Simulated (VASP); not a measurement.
# Zn (Cmcm) in VASP: a series of runs

The runs below take Zn through single point, with PBE.

Everything below comes from runs of VASP 6.6.1. Logs are shortened: lines on timing, memory, paths and dates and some standing lists are left out, and cuts for length are marked.

**1. The cell of the first run**

It takes space group Cmcm (No. 63, orthorhombic). Conventional cell: a = 2.665 Å, b = 4.616 Å, c = 4.947 Å, α = 90.00°, β = 90.00°, γ = 90.00°. Within 3.5 Å of Zn (site symmetry m2m) lie 12 Zn at 2.66 to 3.02 Å.

**2. Single point, PBE (atom 1 (Zn) moved by (+0.000, -0.200) A along x and y)**

INCAR reads:

```
SYSTEM = Zn
  ALGO = Fast
  EDIFF = 1E-6
  ENCUT = 520
  GGA = PE
  ISIF = 2
  ISMEAR = 0
  LASPH = .True.
  LCHARG = .False.
  LREAL = .False.
  LWAVE = .False.
  NBANDS = 19
  NELM = 60
  PREC = Accurate
  SIGMA = 0.15
```

KPOINTS reads:

```
k-points
0
Gamma
  24 24 10
  0 0 0
```

POSCAR reads:

```
Zn
1.0
    2.6647980532      0.0000000000      0.0000000000
   -1.3323990266      2.3077828100      0.0000000000
    0.0000000000      0.0000000000      4.9467000000
Zn
2
Direct
    0.2900016994      0.5800033987      0.2500000000
    0.6666666667      0.3333333333      0.7500000000
```

Potentials or basis: VASP PAW PBE potentials, release 64 (Zn).

Run with:

```
cat potpaw_PBE.64/Zn/POTCAR > POTCAR
mpirun -np 1 vasp_std > vasp.out
```

OUTCAR:

```text
SYSTEM = Zn
   EDIFF = 1E-6
   ENCUT = 520
   GGA = PE
   ISIF = 2
   ISMEAR = 0
   LASPH = .True.
   LREAL = .False.
   NELM = 60
   PREC = Accurate

 ion  position               nearest neighbor table
   1  0.290  0.580  0.250-   2 2.87   2 2.87   2 2.87   2 2.87   2 3.02   2 3.02
   2  0.667  0.333  0.750-   1 2.87   1 2.87   1 2.87   1 2.87   1 3.02   1 3.02

  LATTYP: Found a hexagonal cell.
 ALAT       =     2.6647980532
 C/A-ratio  =     1.8563132745

  Lattice vectors:

 A1 = (   2.6647980532,   0.0000000000,   0.0000000000)
 A2 = (  -1.3323990266,   2.3077828100,   0.0000000000)
 A3 = (   0.0000000000,   0.0000000000,   4.9467000000)

Analysis of symmetry for initial positions (statically):
=====================================================================
 Subroutine PRICEL returns:
 Original cell was already a primitive cell.

 Routine SETGRP: Setting up the symmetry group for a
 hexagonal supercell.

 Subroutine GETGRP returns: Found  8 space group operations
 (whereof  2 operations were pure point group operations)
 out of a pool of 24 trial point group operations.

The static configuration has the point symmetry C_1h.
 The point group associated with its full space group is D_2h.

Analysis of symmetry for dynamics (positions and initial velocities):
=====================================================================
 Subroutine PRICEL returns:
 Original cell was already a primitive cell.

 Routine SETGRP: Setting up the symmetry group for a
 hexagonal supercell.

 Subroutine GETGRP returns: Found  8 space group operations
 (whereof  2 operations were pure point group operations)
 out of a pool of 24 trial point group operations.

The dynamic configuration has the point symmetry C_1h.
 The point group associated with its full space group is D_2h.

 Subroutine INISYM returns: Found  8 space group operations
 (whereof  2 operations are pure point group operations),
 and found     1 'primitive' translations

----------------------------------------------------------------------------------------

                                     Primitive cell

  volume of cell :      30.4211

  direct lattice vectors                    reciprocal lattice vectors
     2.664798053  0.000000000  0.000000000     0.375262958  0.216658170  0.000000000
    -1.332399027  2.307782810  0.000000000     0.000000000  0.433316340  0.000000000
     0.000000000  0.000000000  4.946700000     0.000000000  0.000000000  0.202154972

  length of vectors
     2.664798053  2.664798053  4.946700000     0.433316340  0.433316340  0.202154972

  position of ions in fractional coordinates (direct lattice)
     0.290001699  0.580003399  0.250000000
     0.666666667  0.333333333  0.750000000

  ion indices of the primitive-cell ions
   primitive index   ion index
                 1           1
                 2           2

----------------------------------------------------------------------------------------

 KPOINTS: k-points

Automatic generation of k-mesh.
 Grid dimensions read from file:
 generate k-points for:   24   24   10

 Generating k-lattice:

  Cartesian coordinates                     Fractional coordinates (reciprocal lattice)
     0.015635957  0.009027424  0.000000000     0.041666667 -0.000000000  0.000000000
     0.000000000  0.018054847  0.000000000     0.000000000  0.041666667  0.000000000
     0.000000000  0.000000000  0.020215497     0.000000000  0.000000000  0.100000000

  Length of vectors
     0.018054847  0.018054847  0.020215497

  Shift w.r.t. Gamma in fractional coordinates (k-lattice)
     0.000000000  0.000000000  0.000000000

 Subroutine IBZKPT returns following result:
 ===========================================

 Found    942 irreducible k-points:

 Following reciprocal coordinates:
            Coordinates               Weight
  0.000000  0.000000  0.000000      1.000000
  0.041667  0.000000  0.000000      4.000000
  0.000000  0.041667  0.000000      2.000000
  0.083333  0.000000  0.000000      4.000000
  0.000000  0.083333  0.000000      2.000000
  0.125000 -0.000000  0.000000      4.000000
[... 16 lines left out ...]
  0.000000  0.458333  0.000000      2.000000
  0.500000 -0.000000  0.000000      2.000000
 [... further k-points ...]
   k-points           NKPTS =    942   k-points in BZ     NKDIM =    942   number of bands    NBANDS=     19
   number of dos      NEDOS =    301   number of ions     NIONS =      2
   total plane-waves  NPLWV =  16000
   dimension x,y,z NGX =    20 NGY =   20 NGZ =   40
   dimension x,y,z NGXF=    40 NGYF=   40 NGZF=   80
   ions per type =               2
   NGX,Y,Z   is equivalent  to a cutoff of  12.48, 12.48, 13.44 a.u.
   NGXF,Y,Z  is equivalent  to a cutoff of  24.95, 24.95, 26.89 a.u.
 SYSTEM =  Zn
   PREC   = accura    normal or accurate (medium, high low for compatibility)
   ISTART =      0    job   : 0-new  1-cont  2-samecut
   ICHARG =      2    charge: 1-file 2-atom 10-const
   ISPIN  =      1    spin polarized calculation?
   LNONCOLLINEAR =      F non collinear calculations
   LSORBIT =      F    spin-orbit coupling
   LASPH  =      T    aspherical Exc in radial PAW
   ENCUT  =  520.0 eV  38.22 Ry    6.18 a.u.   4.95  4.95  9.20*2*pi/ulx,y,z
   NELM   =     60;   NELMIN=  2; NELMDL= -5     # of ELM steps
   EDIFF  = 0.1E-05   stopping-criterion for ELM
   LREAL  =      F    real-space projection
   EDIFFG = 0.1E-04   stopping-criterion for IOM
   NSW    =      0    number of steps for IOM
   IBRION =     -1    ionic relax: 0-MD 1-quasi-New 2-CG
   NFREE  =      0    steps in history (QN), initial steepest desc. (CG)
   ISIF   =      2    stress and relaxation
   ISYM   =      2    0-nonsym 1-usesym 2-fastsym
   POTIM  = 0.5000    time-step for ionic-motion
   TEBEG  =    0.0;   TEEND  =   0.0 temperature during run
   PSTRESS=    0.0 pullay stress
   NELECT =      24.0000    total number of electrons
   NUPDOWN=      -1.0000    fix difference up-down
   EMIN   =  10.00;   EMAX   =-10.00  energy-range for DOS
   EFERMI =   0.00;   METHOD = LEGACY
   ISMEAR =     0;   SIGMA  =   0.15  broadening in eV -4-tet -1-fermi 0-gaus
   EFERMI_NEDOS =   21; number of points for ismear=-14 and -15
   IALGO  =     68    algorithm
   IMIX   =      4    mixing-type and parameters
     AMIX     =   0.40;   BMIX     =  1.00
     AMIX_MAG =   1.60;   BMIX_MAG =  1.00
  volume/ion in A,a.u.               =      15.21       102.65
  Fermi-wavevector in a.u.,A,eV,Ry     =   1.512703  2.858594 31.133805  2.288270
  Thomas-Fermi vector in A             =   2.622592
   LORBIT       =      0    0 simple, 1 ext, 2 COOP (PROOUT), +10 PAW based schemes
   GGA     = PE    functional components
   LHFCALC =     F    Hartree Fock is set to
   AEXX    =    0.0000 exact exchange contribution
   IVDW    =     0    specifies the selected vdW correction
   LEPSILON=     F    determine dielectric tensor
   LRPA    =     F    only Hartree local field effects (RPA)
 non-spin polarized calculation
 RMM-DIIS sequential band-by-band and
 Gauss-broadening in eV      SIGMA  =   0.15
  energy-cutoff  :      520.00
  volume of cell :       30.42
 maximum number of plane-waves:       855
   NGX =  9   NGY =  9   NGZ = 19

 number of electron      24.0000012 magnetization

 Free energy of the ion-electron system (eV)
  ---------------------------------------------------
  ext. energy  EPLUGINS =         0.00000000
  ---------------------------------------------------
  free energy    TOTEN  =        -2.20787513 eV

  energy without entropy =       -2.20378642  energy(sigma->0) =       -2.20583077

 E-fermi :   3.1217     XC(G=0): -11.5506

 val. band max:        3.1143261299   @ k =   0.2083   0.0833   0.1000
 cond. band min:       3.1296934067   @ k =   0.2917   0.0417   0.0000
 fundamental gap:      0.0153672768
 Fermi energy:         3.1217239192

 k-point     1 :       0.0000    0.0000    0.0000
  band No.  band energies     occupation
      1      -7.2888      2.00000
      2      -5.4932      2.00000
      3      -4.8227      2.00000
      4      -4.5840      2.00000
      5      -4.5574      2.00000
      6      -4.5284      2.00000
[... 11 lines left out ...]
     18      21.5774      0.00000
     19      22.5028      0.00000

 k-point     2 :       0.0417    0.0000    0.0000
  band No.  band energies     occupation
      1      -7.2371      2.00000
      2      -5.4703      2.00000
      3      -4.8171      2.00000
      4      -4.5871      2.00000
      5      -4.5484      2.00000
      6      -4.5244      2.00000
[... 11 lines left out ...]
     18      21.3725      0.00000
     19      22.7612      0.00000

 k-point     3 :       0.0000    0.0417    0.0000
  band No.  band energies     occupation
      1      -7.2373      2.00000
      2      -5.4709      2.00000
      3      -4.8168      2.00000
      4      -4.5717      2.00000
      5      -4.5619      2.00000
      6      -4.5347      2.00000
[... 11 lines left out ...]
     18      21.3134      0.00000
     19      23.1107      0.00000

 k-point     4 :       0.0833    0.0000    0.0000
  band No.  band energies     occupation
      1      -7.0830      2.00000
      2      -5.4047      2.00000
      3      -4.8024      2.00000
      4      -4.6014      2.00000
      5      -4.5334      2.00000
      6      -4.5150      2.00000
[... 11 lines left out ...]
     18      20.9585      0.00000
     19      23.1047      0.00000

 k-point     5 :       0.0000    0.0833    0.0000
  band No.  band energies     occupation
      1      -7.0840      2.00000
      2      -5.4077      2.00000
      3      -4.8004      2.00000
      4      -4.5726      2.00000
      5      -4.5523      2.00000
      6      -4.5357      2.00000
[... 11 lines left out ...]
     18      20.9506      0.00000
     19      22.8724      0.00000
[... 334 lines left out ...]
      2      -5.2481      2.00000
      3      -5.0851      2.00000
      4      -4.5046      2.00000
      5      -4.4571      2.00000
      6      -4.4350      2.00000
[... 11 lines left out ...]
     18      17.5409      0.00000
     19      18.8214      0.00000

 k-point    22 :       0.4583   -0.0000    0.0000
  band No.  band energies     occupation
      1      -5.2905      2.00000
      2      -5.1911      2.00000
      3      -5.0138      2.00000
      4      -4.6359      2.00000
      5      -4.4065      2.00000
      6      -4.4025      2.00000
[... 11 lines left out ...]
     18      16.8507      0.00000
     19      19.2070      0.00000

 k-point    23 :       0.0000    0.4583    0.0000
  band No.  band energies     occupation
      1      -5.3011      2.00000
      2      -5.2643      2.00000
      3      -5.1180      2.00000
      4      -4.4836      2.00000
      5      -4.4749      2.00000
      6      -4.4445      2.00000
[... 11 lines left out ...]
     18      17.4462      0.00000
     19      18.6181      0.00000

 k-point    24 :       0.5000   -0.0000    0.0000
  band No.  band energies     occupation
      1      -5.2977      2.00000
      2      -5.1967      2.00000
      3      -5.0235      2.00000
      4      -4.6437      2.00000
      5      -4.4061      2.00000
      6      -4.3951      2.00000
[... 11 lines left out ...]
     18      16.8073      0.00000
     19      19.1522      0.00000

 [... further k-points ...]
[... 5 lines left out ...]
  --------------------------------------------------------------------------------------
  -------------------------------------------------------------------------------------
  Total       -0.1537670      0.0181459      0.3190054     -0.0000000     -0.0000000      0.0000000
  in kB       -8.0983964      0.9556859     16.8009508     -0.0000000     -0.0000000      0.0000000
  external PRESSURE =       3.2194134 kB  Pullay stress =       0.0000000 kB

 VOLUME and BASIS-vectors are now :
 -----------------------------------------------------------------------------
  energy-cutoff  :      520.00
  volume of cell :       30.42
      direct lattice vectors                 reciprocal lattice vectors
     2.664798053  0.000000000  0.000000000     0.375262958  0.216658170  0.000000000
    -1.332399027  2.307782810  0.000000000     0.000000000  0.433316340  0.000000000
     0.000000000  0.000000000  4.946700000     0.000000000  0.000000000  0.202154972

 POSITION                                       TOTAL-FORCE (eV/Angst)
 -----------------------------------------------------------------------------------
      0.00000      1.33852      1.23667         0.000000      0.079524      0.000000
      1.33240      0.76926      3.71002        -0.000000     -0.079524      0.000000
 -----------------------------------------------------------------------------------
    total drift:                                0.000007     -0.000039     -0.000000

  FREE ENERGIE OF THE ION-ELECTRON SYSTEM (eV)
  ---------------------------------------------------
  free  energy   TOTEN  =        -2.2078751292 eV

  energy  without entropy=       -2.2037864172  energy(sigma->0) =       -2.20583077
```

Wall time 3.8 min (1 thread of Intel Xeon 6975P-C (Granite Rapids), shared host); peak memory 0.51 GiB.

Results:

- Free energy: -2.2079 eV
- Pressure: 0.3 GPa
- Largest force: 0.080 eV/Å
- Band gap on the k mesh: zero (band 12 reaches 4.60 eV, above the bottom of band 13 at 0.07 eV)

Forces on the atoms (eV/Å):
```
Zn   0.000  0.080  0.000
Zn   0.000 -0.080  0.000
```

Caveat: the cell differs from its parent crystal (atom 1 (Zn) moved by (+0.000, -0.200) A along x and y).

**3. Single point, PBE (atom 1 (Zn) moved by (+0.000, +0.200) A along x and y)**

INCAR reads:

```
ALGO     = Fast           # electronic algorithm
EDIFF    = 1E-6           # SCF threshold, eV
ENCUT    = 520            # plane-wave cutoff, eV
GGA      = PE             # functional
ISIF     = 2              # what is computed and relaxed
ISMEAR   = 0              # smearing method
LASPH    = True           # aspherical terms in the spheres
LCHARG   = True           # write CHGCAR
LELF     = True           # ELF
LREAL    = False          # projectors in reciprocal space
LVHAR    = True         
LWAVE    = False          # write WAVECAR
NBANDS   = 19             # bands
NELM     = 100            # most SCF steps
PREC     = Accurate       # precision mode
SIGMA    = 0.15           # smearing width, eV
```

KPOINTS reads:

```
k-points
0
Gamma
  24 24 10
```

POSCAR, as its differences from that of step 2:

```diff
@@ -8,3 +8,3 @@
 Direct
-    0.2900016994      0.5800033987      0.2500000000
+    0.3766649673      0.7533299346      0.2500000000
     0.6666666667      0.3333333333      0.7500000000
```

Potentials or basis: VASP PAW PBE potentials, release 64 (Zn).

Run with:

```
cat potpaw_PBE.64/Zn/POTCAR > POTCAR
mpirun -np 1 vasp_std > vasp.out
```

It took 3.5 min on 1 thread of Intel Xeon 6975P-C (Granite Rapids), shared host; peak memory 0.5 GiB.

It converged, with:

```
Free energy            : -2.2048 eV
Pressure               : 0.4 GPa
Largest force          : 0.126 eV/Å
Band gap on the k mesh : zero (band 12 reaches 4.59 eV, above the bottom of band 13 at 0.07 eV)
```

Forces on the atoms (eV/Å):
```
Zn   0.000 -0.126  0.000
Zn   0.000  0.126  0.000
```

Stress tensor (GPa, compression positive):
```
-0.07  0.00  0.00
 0.00 -0.62  0.00
 0.00  0.00  1.85
```

Levels at points of the mesh, in eV from the Fermi level:
```csv
k point,band 8,band 9,band 10,band 11,band 12,band 13,band 14,band 15,band 16,band 17
"(0.00, 0.00, 0.00)",-7.36,-7.27,-7.17,-7.08,-3.65,-3.05,13.61,17.11,17.29,17.78
"(0.50, 0.00, 0.00)",-7.14,-6.93,-6.92,-2.92,-2.09,2.43,3.28,4.25,5.96,10.21
"(0.00, 0.50, 0.00)",-7.14,-6.94,-6.91,-2.70,-2.37,3.00,3.69,4.07,5.10,10.12
"(0.00, 0.00, 0.50)",-7.64,-7.20,-7.20,-7.20,-7.20,4.58,4.58,18.68,18.68,18.70
"(0.50, 0.00, 0.50)",-7.16,-6.93,-6.93,-1.81,-1.81,0.00,0.00,10.28,10.28,11.91
"(0.00, 0.50, 0.50)",-7.08,-6.93,-6.93,-1.98,-1.98,0.24,0.24,9.89,9.89,11.93
```

Caveat: the cell differs from its parent crystal (atom 1 (Zn) moved by (+0.000, +0.200) A along x and y).
